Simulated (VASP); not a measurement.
Crystal: NiMoIrPdW.

```xyz
5
Lattice="2.7662 0.0000 0.0000 -1.3831 2.3956 0.0000 0.0000 0.0000 11.0229" Properties=species:S:1:pos:R:3 pbc="T T T"
Ni    0.0000    1.5971    6.5820
Mo    0.0000    0.0000    4.5276
Pd    1.3831    0.7985    8.7654
Ir    1.3831    0.7985    2.2002
W     0.0000    1.5971   10.9936
```

Base run:

```yaml
Program: VASP 6.6.1
Functional: PBE
Potentials_or_basis: VASP PAW PBE potentials, release 64 (Ni, Mo_sv, Pd, Ir, W_sv)
Cutoff: 520 eV
k_mesh: 8 × 8 × 2
Occupations: fermi-dirac, width 0.05 eV
Spin: collinear spin, ferromagnetic start
Starting_moments: "[1.0, 1.0, 0.0, 0.6, 0.0] μB"
```

Its results: pressure 0.6 GPa; net moment 0.00 μB per cell; largest force 0.086 eV/Å.

Q: The run is repeated on the same cell with these changes: k mesh from 8 × 8 × 2 to 6 × 6 × 2; further incar settings from ALGO = Fast; EDIFF = 1e-07; NBANDS = 40 to ALGO = Normal; EDIFF = 1e-06; NBANDS = 40. What comes out?

A: Pressure -0.1 GPa; net moment 0.00 μB per cell; largest force 0.421 eV/Å.

Caveats: some runs use coarse meshes.
